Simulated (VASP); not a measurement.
# Zr (P6_3/mmc) in VASP: notebook

The runs below take Zr through single point, relaxation of cell and atoms, with PBE.

All numbers are computed with VASP 6.6.1; they aren't measurements. Logs are shortened: lines on timing, memory, paths and dates and some standing lists are left out, and cuts for length are marked.

**1. The cell of the first run**

The structure is hexagonal, space group P6_3/mmc (No. 194). Conventional cell: a = 3.232 Å, b = 3.232 Å, c = 5.172 Å, α = 90.00°, β = 90.00°, γ = 120.00°. Zr (site symmetry -6m2) has 12 Zr at 3.19 to 3.23 Å within 4.2 Å.

**2. Single point, PBE**

INCAR reads:

```
SYSTEM = Zr
PREC = Accurate ; ENCUT = 520
EDIFF = 1E-6 ; ISMEAR = 0
SIGMA = 0.1 ; LREAL = .FALSE.
LASPH = .TRUE. ; NELM = 100
ALGO = Normal ; ISIF = 2
LWAVE = .FALSE. ; LCHARG = .FALSE.
GGA = PE ; NBANDS = 19
```

KPOINTS reads:

```
Automatic mesh
0
G
  15 15 8
  0 0 0
```

POSCAR reads:

```
Zr
1.0
    3.2322069776      0.0000000000      0.0000000000
   -1.6161034888      2.7991733529      0.0000000000
    0.0000000000      0.0000000000      5.1716204276
Zr
2
Direct
    0.3333333333      0.6666666667      0.2500000000
    0.6666666667      0.3333333333      0.7500000000
```

Potentials or basis: VASP PAW PBE potentials, release 64 (Zr_sv).

Started as:

```sh
$ cat potpaw_PBE.64/Zr_sv/POTCAR > POTCAR
$ mpirun -np 1 vasp_std > vasp.out
```

OUTCAR:

```text
SYSTEM = Zr
   PREC = Accurate
   ENCUT = 520
   EDIFF = 1E-6
   ISMEAR = 0
   LREAL = .FALSE.
   LASPH = .TRUE.
   NELM = 100
   ISIF = 2
   GGA = PE

 ion  position               nearest neighbor table
   1  0.333  0.667  0.250-   2 3.19   2 3.19   2 3.19   2 3.19   2 3.19   2 3.19
   2  0.667  0.333  0.750-   1 3.19   1 3.19   1 3.19   1 3.19   1 3.19   1 3.19

  LATTYP: Found a hexagonal cell.
 ALAT       =     3.2322069776
 C/A-ratio  =     1.6000276169

  Lattice vectors:

 A1 = (   3.2322069776,   0.0000000000,   0.0000000000)
 A2 = (  -1.6161034888,   2.7991733529,   0.0000000000)
 A3 = (   0.0000000000,   0.0000000000,   5.1716204276)

Analysis of symmetry for initial positions (statically):
=====================================================================
 Subroutine PRICEL returns:
 Original cell was already a primitive cell.

 Routine SETGRP: Setting up the symmetry group for a
 hexagonal supercell.

 Subroutine GETGRP returns: Found 24 space group operations
 (whereof 12 operations were pure point group operations)
 out of a pool of 24 trial point group operations.

The static configuration has the point symmetry D_3d.
 The point group associated with its full space group is D_6h.

Analysis of symmetry for dynamics (positions and initial velocities):
=====================================================================
 Subroutine PRICEL returns:
 Original cell was already a primitive cell.

 Routine SETGRP: Setting up the symmetry group for a
 hexagonal supercell.

 Subroutine GETGRP returns: Found 24 space group operations
 (whereof 12 operations were pure point group operations)
 out of a pool of 24 trial point group operations.

The dynamic configuration has the point symmetry D_3d.
 The point group associated with its full space group is D_6h.

 Subroutine INISYM returns: Found 24 space group operations
 (whereof 12 operations are pure point group operations),
 and found     1 'primitive' translations

----------------------------------------------------------------------------------------

                                     Primitive cell

  volume of cell :      46.7903

  direct lattice vectors                    reciprocal lattice vectors
     3.232206978  0.000000000  0.000000000     0.309386127  0.178624164  0.000000000
    -1.616103489  2.799173353  0.000000000     0.000000000  0.357248328  0.000000000
     0.000000000  0.000000000  5.171620428     0.000000000  0.000000000  0.193362992

  length of vectors
     3.232206978  3.232206978  5.171620428     0.357248328  0.357248328  0.193362992

  position of ions in fractional coordinates (direct lattice)
     0.333333333  0.666666667  0.250000000
     0.666666667  0.333333333  0.750000000

  ion indices of the primitive-cell ions
   primitive index   ion index
                 1           1
                 2           2

----------------------------------------------------------------------------------------

 KPOINTS: Automatic mesh

Automatic generation of k-mesh.
 Grid dimensions read from file:
 generate k-points for:   15   15    8

 Generating k-lattice:

  Cartesian coordinates                     Fractional coordinates (reciprocal lattice)
     0.020625742  0.011908278  0.000000000     0.066666667  0.000000000  0.000000000
     0.000000000  0.023816555  0.000000000     0.000000000  0.066666667  0.000000000
     0.000000000  0.000000000  0.024170374     0.000000000  0.000000000  0.125000000

  Length of vectors
     0.023816555  0.023816555  0.024170374

  Shift w.r.t. Gamma in fractional coordinates (k-lattice)
     0.000000000  0.000000000  0.000000000

 Subroutine IBZKPT returns following result:
 ===========================================

 Found    135 irreducible k-points:

 Following reciprocal coordinates:
            Coordinates               Weight
  0.000000  0.000000  0.000000      1.000000
  0.066667 -0.000000  0.000000      6.000000
  0.133333 -0.000000  0.000000      6.000000
  0.200000 -0.000000  0.000000      6.000000
  0.266667 -0.000000  0.000000      6.000000
  0.333333 -0.000000  0.000000      6.000000
[... 16 lines left out ...]
  0.333333  0.200000  0.000000     12.000000
  0.400000  0.200000  0.000000      6.000000
 [... further k-points ...]
   k-points           NKPTS =    135   k-points in BZ     NKDIM =    135   number of bands    NBANDS=     19
   number of dos      NEDOS =    301   number of ions     NIONS =      2
   total plane-waves  NPLWV =  23040
   dimension x,y,z NGX =    24 NGY =   24 NGZ =   40
   dimension x,y,z NGXF=    48 NGYF=   48 NGZF=   80
   ions per type =               2
   NGX,Y,Z   is equivalent  to a cutoff of  12.34, 12.34, 12.86 a.u.
   NGXF,Y,Z  is equivalent  to a cutoff of  24.69, 24.69, 25.72 a.u.
 SYSTEM =  Zr
   PREC   = accura    normal or accurate (medium, high low for compatibility)
   ISTART =      0    job   : 0-new  1-cont  2-samecut
   ICHARG =      2    charge: 1-file 2-atom 10-const
   ISPIN  =      1    spin polarized calculation?
   LNONCOLLINEAR =      F non collinear calculations
   LSORBIT =      F    spin-orbit coupling
   LASPH  =      T    aspherical Exc in radial PAW
   ENCUT  =  520.0 eV  38.22 Ry    6.18 a.u.   6.01  6.01  9.62*2*pi/ulx,y,z
   NELM   =    100;   NELMIN=  2; NELMDL= -5     # of ELM steps
   EDIFF  = 0.1E-05   stopping-criterion for ELM
   LREAL  =      F    real-space projection
   EDIFFG = 0.1E-04   stopping-criterion for IOM
   NSW    =      0    number of steps for IOM
   IBRION =     -1    ionic relax: 0-MD 1-quasi-New 2-CG
   NFREE  =      0    steps in history (QN), initial steepest desc. (CG)
   ISIF   =      2    stress and relaxation
   ISYM   =      2    0-nonsym 1-usesym 2-fastsym
   POTIM  = 0.5000    time-step for ionic-motion
   TEBEG  =    0.0;   TEEND  =   0.0 temperature during run
   PSTRESS=    0.0 pullay stress
   NELECT =      24.0000    total number of electrons
   NUPDOWN=      -1.0000    fix difference up-down
   EMIN   =  10.00;   EMAX   =-10.00  energy-range for DOS
   EFERMI =   0.00;   METHOD = LEGACY
   ISMEAR =     0;   SIGMA  =   0.10  broadening in eV -4-tet -1-fermi 0-gaus
   EFERMI_NEDOS =   21; number of points for ismear=-14 and -15
   IALGO  =     38    algorithm
   IMIX   =      4    mixing-type and parameters
     AMIX     =   0.40;   BMIX     =  1.00
     AMIX_MAG =   1.60;   BMIX_MAG =  1.00
  volume/ion in A,a.u.               =      23.40       157.88
  Fermi-wavevector in a.u.,A,eV,Ry     =   1.310469  2.476427 23.365675  1.717329
  Thomas-Fermi vector in A             =   2.440997
   LORBIT       =      0    0 simple, 1 ext, 2 COOP (PROOUT), +10 PAW based schemes
   GGA     = PE    functional components
   LHFCALC =     F    Hartree Fock is set to
   AEXX    =    0.0000 exact exchange contribution
   IVDW    =     0    specifies the selected vdW correction
   LEPSILON=     F    determine dielectric tensor
   LRPA    =     F    only Hartree local field effects (RPA)
 non-spin polarized calculation
 Gauss-broadening in eV      SIGMA  =   0.10
  energy-cutoff  :      520.00
  volume of cell :       46.79
 maximum number of plane-waves:      1290
   NGX = 13   NGY = 13   NGZ = 19

 number of electron      24.0000001 magnetization

 Free energy of the ion-electron system (eV)
  ---------------------------------------------------
  ext. energy  EPLUGINS =         0.00000000
  ---------------------------------------------------
  free energy    TOTEN  =       -17.04599850 eV

  energy without entropy =      -17.03607892  energy(sigma->0) =      -17.04103871

 E-fermi :   8.9597     XC(G=0): -11.0598

 val. band max:        8.9566700233   @ k =   0.1333  -0.0000   0.1250
 cond. band min:       8.9617143395   @ k =   0.2667   0.2000   0.5000
 fundamental gap:      0.0050443162
 Fermi energy:         8.9596830407

 k-point     1 :       0.0000    0.0000    0.0000
  band No.  band energies     occupation
      1     -39.9068      2.00000
      2     -39.7581      2.00000
      3     -18.4180      2.00000
      4     -17.5591      2.00000
      5     -17.5591      2.00000
      6     -17.4364      2.00000
[... 11 lines left out ...]
     18      11.0989      0.00000
     19      13.3536      0.00000

 k-point     2 :       0.0667   -0.0000    0.0000
  band No.  band energies     occupation
      1     -39.9018      2.00000
      2     -39.7560      2.00000
      3     -18.4046      2.00000
      4     -17.5892      2.00000
      5     -17.5690      2.00000
      6     -17.4544      2.00000
[... 11 lines left out ...]
     18      10.9886      0.00000
     19      13.4345      0.00000

 k-point     3 :       0.1333   -0.0000    0.0000
  band No.  band energies     occupation
      1     -39.8874      2.00000
      2     -39.7500      2.00000
      3     -18.3656      2.00000
      4     -17.6743      2.00000
      5     -17.5961      2.00000
      6     -17.5413      2.00000
[... 11 lines left out ...]
     18      10.9154      0.00000
     19      13.6204      0.00000

 k-point     4 :       0.2000   -0.0000    0.0000
  band No.  band energies     occupation
      1     -39.8657      2.00000
      2     -39.7418      2.00000
      3     -18.3044      2.00000
      4     -17.7995      2.00000
      5     -17.6654      2.00000
      6     -17.6346      2.00000
[... 11 lines left out ...]
     18      11.4240      0.00000
     19      13.8201      0.00000

 k-point     5 :       0.2667   -0.0000    0.0000
  band No.  band energies     occupation
      1     -39.8396      2.00000
      2     -39.7334      2.00000
      3     -18.2267      2.00000
      4     -17.9429      2.00000
      5     -17.8025      2.00000
      6     -17.6772      2.00000
[... 11 lines left out ...]
     18      12.0843      0.00000
     19      13.9823      0.00000
[... 334 lines left out ...]
      2     -39.7258      2.00000
      3     -18.1184      2.00000
      4     -18.0060      2.00000
      5     -17.9859      2.00000
      6     -17.7284      2.00000
[... 11 lines left out ...]
     18      13.5607      0.00000
     19      13.8011      0.00000

 k-point    22 :       0.2667    0.2000    0.0000
  band No.  band energies     occupation
      1     -39.7835      2.00000
      2     -39.7238      2.00000
      3     -18.0959      2.00000
      4     -18.0369      2.00000
      5     -18.0176      2.00000
      6     -17.7967      2.00000
[... 11 lines left out ...]
     18      13.7714      0.00000
     19      14.4222      0.00000

 k-point    23 :       0.3333    0.2000    0.0000
  band No.  band energies     occupation
      1     -39.7653      2.00000
      2     -39.7253      2.00000
      3     -18.1566      2.00000
      4     -18.0218      2.00000
      5     -17.9628      2.00000
      6     -17.8618      2.00000
[... 11 lines left out ...]
     18      13.7496      0.00000
     19      15.1063      0.00000

 k-point    24 :       0.4000    0.2000    0.0000
  band No.  band energies     occupation
      1     -39.7574      2.00000
      2     -39.7273      2.00000
      3     -18.1778      2.00000
      4     -18.0166      2.00000
      5     -17.9269      2.00000
      6     -17.8921      2.00000
[... 11 lines left out ...]
     18      13.7413      0.00000
     19      15.3149      0.00000

 [... further k-points ...]

------------------------ aborting loop because EDIFF is reached ----------------------------------------

  FORCE on cell =-STRESS in cart. coord.  units (eV):
  Direction    XX          YY          ZZ          XY          YZ          ZX
  --------------------------------------------------------------------------------------
  -------------------------------------------------------------------------------------
  Total       -0.0016799     -0.0016799     -0.0042710     -0.0000000      0.0000000      0.0000000
  in kB       -0.0575233     -0.0575233     -0.1462478     -0.0000000      0.0000000      0.0000000
  external PRESSURE =      -0.0870981 kB  Pullay stress =       0.0000000 kB

 VOLUME and BASIS-vectors are now :
 -----------------------------------------------------------------------------
  energy-cutoff  :      520.00
  volume of cell :       46.79
      direct lattice vectors                 reciprocal lattice vectors
     3.232206978  0.000000000  0.000000000     0.309386127  0.178624164  0.000000000
    -1.616103489  2.799173353  0.000000000     0.000000000  0.357248328  0.000000000
     0.000000000  0.000000000  5.171620428     0.000000000  0.000000000  0.193362992

 POSITION                                       TOTAL-FORCE (eV/Angst)
 -----------------------------------------------------------------------------------
     -0.00000      1.86612      1.29291         0.000000      0.000000      0.000000
      1.61610      0.93306      3.87872        -0.000000     -0.000000      0.000000
 -----------------------------------------------------------------------------------
    total drift:                               -0.000000      0.000000     -0.000000

  FREE ENERGIE OF THE ION-ELECTRON SYSTEM (eV)
  ---------------------------------------------------
  free  energy   TOTEN  =       -17.0459985015 eV

  energy  without entropy=      -17.0360789174  energy(sigma->0) =      -17.04103871
```

It took 25 s on 1 thread of Intel Xeon 6975P-C (Granite Rapids), shared host; peak memory 0.22 GiB.

What came out:

| Item | Value |
| --- | --- |
| Free energy | -17.0460 eV |
| Pressure | 0.0 GPa |
| Band gap on the k mesh | zero (bands 12 and 13 overlap by 1.18 eV) |

Levels at points of the mesh, in eV from the Fermi level:
| k point | band 9 | band 10 | band 11 | band 12 | band 13 | band 14 | band 15 | band 16 |
| --- | --- | --- | --- | --- | --- | --- | --- | --- |
| (0.00, 0.00, 0.00) | -5.67 | -3.04 | 0.85 | 0.85 | 0.95 | 1.10 | 1.53 | 1.53 |
| (0.00, 0.00, 0.50) | -3.98 | -3.98 | 0.00 | 0.00 | 0.76 | 0.76 | 0.76 | 0.76 |

(Part 1 of 2 ends here.)
